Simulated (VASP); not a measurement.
# Al12HCl in VASP: single point with PBEsol

Aim: the single point of Al12HCl with PBEsol.

Everything below comes from runs of VASP 6.6.1. Logs are shortened: lines on timing, memory, paths and dates and some standing lists are left out, and cuts for length are marked.

## Step 1: The cell of the first run

The cell holds a slab with vacuum, 14 atoms: a = 5.728 Å, b = 5.728 Å, c = 17.677 Å, α = 90.00°, β = 90.00°, γ = 60.00°.

## Step 2: Single point, PBEsol

Input file INCAR:

```
SYSTEM = Al12HCl
PREC = Accurate ; ENCUT = 520
EDIFF = 1E-6 ; ISMEAR = 0
SIGMA = 0.15 ; LREAL = .FALSE.
LASPH = .TRUE. ; NELM = 100
ALGO = Normal ; ISIF = 2
LWAVE = .FALSE. ; LCHARG = .FALSE.
GGA = PS ; NBANDS = 35
```

Input file KPOINTS:

```
Automatic mesh
0
G
  3 3 1
  0 0 0
```

Input file POSCAR:

```
Al12HCl
1.0
    5.7275650000      0.0000000000      0.0000000000
    2.8637820000      4.9602170000      0.0000000000
    0.0000000000      0.0000000000     17.6765370000
Al Cl H
12 1 1
Direct
    0.1666667000      0.1666667000      0.0565722000
    0.6666667000      0.1666667000      0.0565722000
    0.1666667000      0.6666667000      0.0565722000
    0.6666667000      0.6666667000      0.0565722000
   -0.1674554846      0.3339759974      0.1902084016
    0.3323542741      0.3337326425      0.1900484421
   -0.1674794799      0.8339241153      0.1894895567
    0.3324586636      0.8341522582      0.1901392263
   -0.0013680912      0.0006806885      0.3233676751
    0.5015403408     -0.0004794537      0.3234014480
   -0.0018676067      0.5023338348      0.3231401776
    0.4986964535      0.5007705315      0.3239886105
    0.2412134975      0.1595819180      0.5171980550
    0.1707204194      0.1683545444      0.4454908051
```

Potentials or basis: VASP PAW PBE potentials, release 64 (Al, Cl, H).

On the command line:

```console
$ cat potpaw_PBE.64/Al/POTCAR potpaw_PBE.64/Cl/POTCAR potpaw_PBE.64/H/POTCAR > POTCAR
$ mpirun -np 1 vasp_std > vasp.out
```

OUTCAR:

```text
SYSTEM = Al12HCl
   PREC = Accurate
   ENCUT = 520
   EDIFF = 1E-6
   ISMEAR = 0
   LREAL = .FALSE.
   LASPH = .TRUE.
   NELM = 100
   ISIF = 2
   GGA = PS

 ion  position               nearest neighbor table
   1  0.167  0.167  0.057-   3 2.86   3 2.86   2 2.86   2 2.86   4 2.86   4 2.86   6 2.88   8 2.88
                             5 2.89
   2  0.667  0.167  0.057-   4 2.86   4 2.86   1 2.86   1 2.86   3 2.86   3 2.86   7 2.87   5 2.88
                             6 2.88
   3  0.167  0.667  0.057-   1 2.86   1 2.86   4 2.86   4 2.86   2 2.86   2 2.86   7 2.88   6 2.88
                             8 2.88
   4  0.667  0.667  0.057-   2 2.86   2 2.86   3 2.86   3 2.86   1 2.86   1 2.86   7 2.87   5 2.88
                             8 2.88
   5  0.833  0.334  0.190-   6 2.86   8 2.86   7 2.86   7 2.86   8 2.86   6 2.87  11 2.87   9 2.88
                             4 2.88   2 2.88   1 2.89  12 2.89
   6  0.332  0.334  0.190-   8 2.86   5 2.86   7 2.86   7 2.86   5 2.87   8 2.87  11 2.88   1 2.88
                             3 2.88  10 2.88   2 2.88  12 2.89
   7  0.833  0.834  0.189-   5 2.86   8 2.86   6 2.86   6 2.86   8 2.86   5 2.86   2 2.87   4 2.87
                             3 2.88  11 2.88  10 2.88   9 2.89
   8  0.332  0.834  0.190-   6 2.86   5 2.86   7 2.86   7 2.86   5 2.86   6 2.87   9 2.88   1 2.88
                            10 2.88   3 2.88   4 2.88  12 2.89
   9  0.999  0.001  0.323-  10 2.85  11 2.86  12 2.86  12 2.86  11 2.87   5 2.88  10 2.88   8 2.88
                             7 2.89
  10  0.502  1.000  0.323-  11 2.85   9 2.85  12 2.86  12 2.86   9 2.88   7 2.88   8 2.88  11 2.88
                             6 2.88
  11  0.998  0.502  0.323-  10 2.85   9 2.86  12 2.86  12 2.87   9 2.87   5 2.87   6 2.88   7 2.88
                            10 2.88
  12  0.499  0.501  0.324-  11 2.86  10 2.86   9 2.86   9 2.86  10 2.86  11 2.87   8 2.89   5 2.89
                             6 2.89
  13  0.241  0.160  0.517-  14 1.32
  14  0.171  0.168  0.445-  13 1.32

  LATTYP: Found a hexagonal cell.
 ALAT       =     5.7275649303
 C/A-ratio  =     3.0862220185

  Lattice vectors:

 A1 = (  -2.8637820000,  -4.9602170000,   0.0000000000)
 A2 = (   5.7275650000,   0.0000000000,   0.0000000000)
 A3 = (   0.0000000000,   0.0000000000,  17.6765370000)

Analysis of symmetry for initial positions (statically):
=====================================================================
 Subroutine PRICEL returns:
 Original cell was already a primitive cell.

 Routine SETGRP: Setting up the symmetry group for a
 hexagonal supercell.

 Subroutine GETGRP returns: Found  1 space group operations
 (whereof  1 operations were pure point group operations)
 out of a pool of 24 trial point group operations.

The static configuration has the point symmetry C_1 .

Analysis of symmetry for dynamics (positions and initial velocities):
=====================================================================
 Subroutine PRICEL returns:
 Original cell was already a primitive cell.

 Routine SETGRP: Setting up the symmetry group for a
 hexagonal supercell.

 Subroutine GETGRP returns: Found  1 space group operations
 (whereof  1 operations were pure point group operations)
 out of a pool of 24 trial point group operations.

The dynamic configuration has the point symmetry C_1 .

 Subroutine INISYM returns: Found  1 space group operations
 (whereof  1 operations are pure point group operations),
 and found     1 'primitive' translations

----------------------------------------------------------------------------------------

                                     Primitive cell

  volume of cell :     502.1898

  direct lattice vectors                    reciprocal lattice vectors
     5.727565000  0.000000000  0.000000000     0.174594265 -0.100802024  0.000000000
     2.863782000  4.960217000  0.000000000     0.000000000  0.201604083  0.000000000
     0.000000000  0.000000000 17.676537000     0.000000000  0.000000000  0.056572167

  length of vectors
     5.727565000  5.727564930 17.676537000     0.201604081  0.201604083  0.056572167

  position of ions in fractional coordinates (direct lattice)
     0.166666700  0.166666700  0.056572200
     0.666666700  0.166666700  0.056572200
     0.166666700  0.666666700  0.056572200
     0.666666700  0.666666700  0.056572200
     0.832544515  0.333975997  0.190208402
     0.332354274  0.333732643  0.190048442
     0.832520520  0.833924115  0.189489557
     0.332458664  0.834152258  0.190139226
[... 37 lines left out ...]
     0.000000000  0.000000000  0.056572167     0.000000000  0.000000000  1.000000000

  Length of vectors
     0.067201360  0.067201361  0.056572167

  Shift w.r.t. Gamma in fractional coordinates (k-lattice)
     0.000000000  0.000000000  0.000000000

 Subroutine IBZKPT returns following result:
 ===========================================

 Found      5 irreducible k-points:

 Following reciprocal coordinates:
            Coordinates               Weight
  0.000000  0.000000  0.000000      1.000000
  0.333333  0.000000  0.000000      2.000000
  0.333333  0.333333  0.000000      2.000000
  0.000000  0.333333  0.000000      2.000000
 -0.333333  0.333333  0.000000      2.000000
   k-points           NKPTS =      5   k-points in BZ     NKDIM =      5   number of bands    NBANDS=     35
   number of dos      NEDOS =    301   number of ions     NIONS =     14
   total plane-waves  NPLWV = 322560
   dimension x,y,z NGX =    48 NGY =   48 NGZ =  140
   dimension x,y,z NGXF=    96 NGYF=   96 NGZF=  280
   ions per type =              12   1   1
   NGX,Y,Z   is equivalent  to a cutoff of  13.93, 13.93, 13.17 a.u.
   NGXF,Y,Z  is equivalent  to a cutoff of  27.86, 27.86, 26.33 a.u.
 SYSTEM =  Al12HCl
   PREC   = accura    normal or accurate (medium, high low for compatibility)
   ISTART =      0    job   : 0-new  1-cont  2-samecut
   ICHARG =      2    charge: 1-file 2-atom 10-const
   ISPIN  =      1    spin polarized calculation?
   LNONCOLLINEAR =      F non collinear calculations
   LSORBIT =      F    spin-orbit coupling
   LASPH  =      T    aspherical Exc in radial PAW
   ENCUT  =  520.0 eV  38.22 Ry    6.18 a.u.  10.65 10.65 32.87*2*pi/ulx,y,z
   NELM   =    100;   NELMIN=  2; NELMDL= -5     # of ELM steps
   EDIFF  = 0.1E-05   stopping-criterion for ELM
   LREAL  =      F    real-space projection
   EDIFFG = 0.1E-04   stopping-criterion for IOM
   NSW    =      0    number of steps for IOM
   IBRION =     -1    ionic relax: 0-MD 1-quasi-New 2-CG
   NFREE  =      0    steps in history (QN), initial steepest desc. (CG)
   ISIF   =      2    stress and relaxation
   ISYM   =      2    0-nonsym 1-usesym 2-fastsym
   POTIM  = 0.5000    time-step for ionic-motion
   TEBEG  =    0.0;   TEEND  =   0.0 temperature during run
   PSTRESS=    0.0 pullay stress
   NELECT =      44.0000    total number of electrons
   NUPDOWN=      -1.0000    fix difference up-down
   EMIN   =  10.00;   EMAX   =-10.00  energy-range for DOS
   EFERMI =   0.00;   METHOD = LEGACY
   ISMEAR =     0;   SIGMA  =   0.15  broadening in eV -4-tet -1-fermi 0-gaus
   EFERMI_NEDOS =   21; number of points for ismear=-14 and -15
   IALGO  =     38    algorithm
   IMIX   =      4    mixing-type and parameters
     AMIX     =   0.40;   BMIX     =  1.00
     AMIX_MAG =   1.60;   BMIX_MAG =  1.00
  volume/ion in A,a.u.               =      35.87       242.07
  Fermi-wavevector in a.u.,A,eV,Ry     =   0.727115  1.374048  7.193348  0.528696
  Thomas-Fermi vector in A             =   1.818258
   LORBIT       =      0    0 simple, 1 ext, 2 COOP (PROOUT), +10 PAW based schemes
   GGA     = PS    functional components
   LHFCALC =     F    Hartree Fock is set to
   AEXX    =    0.0000 exact exchange contribution
   IVDW    =     0    specifies the selected vdW correction
   LEPSILON=     F    determine dielectric tensor
   LRPA    =     F    only Hartree local field effects (RPA)
 non-spin polarized calculation
 Gauss-broadening in eV      SIGMA  =   0.15
  energy-cutoff  :      520.00
  volume of cell :      502.19
 maximum number of plane-waves:     13577
 NGX is ok and might be reduce to    42
   NGX = 21   NGY = 21   NGZ = 65

 number of electron      44.0000000 magnetization

 Free energy of the ion-electron system (eV)
  ---------------------------------------------------
  ext. energy  EPLUGINS =         0.00000000
  ---------------------------------------------------
  free energy    TOTEN  =       -52.18495803 eV

  energy without entropy =      -52.05612396  energy(sigma->0) =      -52.12054100

 E-fermi :   0.6154     XC(G=0):  -5.6643

 val. band max:        0.6147984290   @ k =   0.0000   0.0000   0.0000
 cond. band min:       0.8014948273   @ k =   0.3333   0.0000   0.0000
 fundamental gap:      0.1866963983
 Fermi energy:         0.6153585218

 k-point     1 :       0.0000    0.0000    0.0000
  band No.  band energies     occupation
      1     -15.4174      2.00000
      2      -9.6237      2.00000
      3      -7.9254      2.00000
      4      -6.2578      2.00000
      5      -5.2152      2.00000
      6      -3.7900      2.00000
[... 174 lines left out ...]
     33       4.1951      0.00000
     34       4.2092      0.00000
 [bands above 34 left out]

------------------------ aborting loop because EDIFF is reached ----------------------------------------

  FORCE on cell =-STRESS in cart. coord.  units (eV):
  Direction    XX          YY          ZZ          XY          YZ          ZX
  --------------------------------------------------------------------------------------
  -------------------------------------------------------------------------------------
  Total       -7.5897029     -7.5659785     -0.1383366     -0.0417308     -0.0272133     -0.0162854
  in kB      -24.2140519    -24.1383620     -0.4413467     -0.1331371     -0.0868207     -0.0519566
  external PRESSURE =     -16.2645868 kB  Pullay stress =       0.0000000 kB

 VOLUME and BASIS-vectors are now :
 -----------------------------------------------------------------------------
  energy-cutoff  :      520.00
  volume of cell :      502.19
      direct lattice vectors                 reciprocal lattice vectors
     5.727565000  0.000000000  0.000000000     0.174594265 -0.100802024  0.000000000
     2.863782000  4.960217000  0.000000000     0.000000000  0.201604083  0.000000000
     0.000000000  0.000000000 17.676537000     0.000000000  0.000000000  0.056572167

 POSITION                                       TOTAL-FORCE (eV/Angst)
 -----------------------------------------------------------------------------------
      1.43189      0.82670      1.00000        -0.008009      0.000420      0.001925
      4.29567      0.82670      1.00000         0.004288     -0.004580     -0.002988
      2.86378      3.30681      1.00000        -0.004673      0.007622      0.000797
      5.72756      3.30681      1.00000         0.004182      0.002498     -0.006027
      5.72489      1.65659      3.36223        -0.003044     -0.001548     -0.000753
      2.85932      1.65539      3.35940         0.004159     -0.001547     -0.002615
      7.15649      4.13644      3.34952         0.000250      0.002000     -0.002372
      4.29301      4.13758      3.36100         0.000707     -0.002039     -0.002198
      5.72168      0.00338      5.71602         0.000917     -0.000791      0.002556
      5.73501      4.95784      5.71662         0.000719      0.000978      0.007021
      7.15544      2.49168      5.71200         0.001458     -0.001609      0.008344
      4.29041      2.48393      5.72700        -0.002391      0.001185     -0.000976
      1.83857      0.79156      9.14227        -0.027518     -0.000475     -0.099954
      1.45994      0.83508      7.87473         0.028955     -0.002116      0.097239
 -----------------------------------------------------------------------------------
    total drift:                                0.000115      0.000003      0.000264

  FREE ENERGIE OF THE ION-ELECTRON SYSTEM (eV)
  ---------------------------------------------------
  free  energy   TOTEN  =       -52.1849580327 eV

  energy  without entropy=      -52.0561239596  energy(sigma->0) =      -52.12054100
```

Run time: 3.4 min. Hardware: 1 thread of Intel Xeon Platinum 8259CL at 2.50GHz (Skylake/Cascade Lake), shared host; peak memory 0.69 GiB.

What came out:

```yaml
Free_energy: -52.1850 eV
Largest_force: 0.104 eV/Å
Band_gap_on_the_k_mesh: zero (bands 22 and 23 overlap by 0.12 eV)
```

Forces on the atoms (eV/Å):
```
Al  -0.008  0.000  0.002
Al   0.004 -0.005 -0.003
Al  -0.005  0.008  0.001
Al   0.004  0.002 -0.006
Al  -0.003 -0.002 -0.001
Al   0.004 -0.002 -0.003
Al   0.000  0.002 -0.002
Al   0.001 -0.002 -0.002
Al   0.001 -0.001  0.003
Al   0.001  0.001  0.007
Al   0.001 -0.002  0.008
Al  -0.002  0.001 -0.001
Cl  -0.028  0.000 -0.100
H    0.029 -0.002  0.097
```

Caveat: the k points lie up to 0.42 Å⁻¹ apart; there is no dipole correction, which matters where the two faces differ; the PAW data sets were made with another functional, which shifts forces and pressure a little.

The gap in the log of VASP goes by the Fermi energy; the results here count the filled bands.